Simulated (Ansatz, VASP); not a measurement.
**Two plane-wave programs on SiNi2**

Contents of INCAR:

```
PREC = Accurate
ENCUT = 520
EDIFF = 1E-6
ISMEAR = 0
SIGMA = 0.15
LREAL = F
LASPH = T
NELM = 60
ALGO = Fast
ISIF = 2
LWAVE = F
LCHARG = F
GGA = PS
NBANDS = 33
```

The input KPOINTS:

```
regular mesh
0
Gamma
  12 12 10
```

POSCAR

```
SiNi2
1.0
    3.8684636248      0.0000000000      0.0000000000
   -1.9342318124      3.3501877727      0.0000000000
    0.0000000000      0.0000000000      4.9907400586
Si Ni
2 4
Direct
    0.3333333333      0.6666666667      0.7500000000
    0.6666666667      0.3333333333      0.2500000000
    0.0000000000      0.0000000000      0.0000000000
    0.0000000000      0.0000000000      0.5000000000
    0.3333333333      0.6666666667      0.2500000000
    0.6666666667      0.3333333333      0.7500000000
```

Input for Ansatz:

```yaml
crystal:
  lattice:
    - [3.8684636248, 0.0, 0.0]
    - [-1.9342318124, 3.3501877727, 0.0]
    - [0.0, 0.0, 4.9907400586]
  atoms:
    - { symbol: Si, position: [0.3333333333, 0.6666666667, 0.75] }
    - { symbol: Si, position: [0.6666666667, 0.3333333333, 0.25] }
    - { symbol: Ni, position: [0.0, 0.0, 0.0] }
    - { symbol: Ni, position: [0.0, 0.0, 0.5] }
    - { symbol: Ni, position: [0.3333333333, 0.6666666667, 0.25] }
    - { symbol: Ni, position: [0.6666666667, 0.3333333333, 0.75] }
basis:
  ecutwfc: 420
kpoints:
  mp_grid: { grid: [12, 12, 10] }
hamiltonian:
  xc: pbesol
scf:
  occupations: { method: gaussian, width: 0.15 }
output:
  forces: true
  stress: true
  eigenvalues: true
```

Change from the starting cell: strain +0.000 along x and y, +0.015 along z, atoms carried along.

Alike in both runs: task single point; functional PBEsol; k mesh 12 × 12 × 10; occupations gaussian, width 0.15 eV; no spin polarisation.

```csv
,VASP,Ansatz
version,VASP 6.6.1,Ansatz 0.2.0
potentials or method,"VASP PAW PBE potentials, release 64 (Si, Ni), cutoff 520 eV","scalar-relativistic, plane waves, PAW"
valence electrons in the cell,48,80
```

```csv
,VASP,Ansatz,Ansatz less VASP
gap on the k mesh at the Fermi level (eV),none,none,-
pressure (GPa),-2.5,-2.9,-0.34
"traceless stress, the component that is largest in VASP (GPa)",-2.37,-2.22,+0.155
```

VASP's potentials were made for PBE, not for PBEsol. A gap of «none» marks a metal or a gap that the smearing closes. The functional is the same, so the differences come from potentials, cutoffs and numerics. VASP's potentials hold 48 valence electrons a cell and Ansatz's 80, so a difference there can come from the potentials and not from the codes.
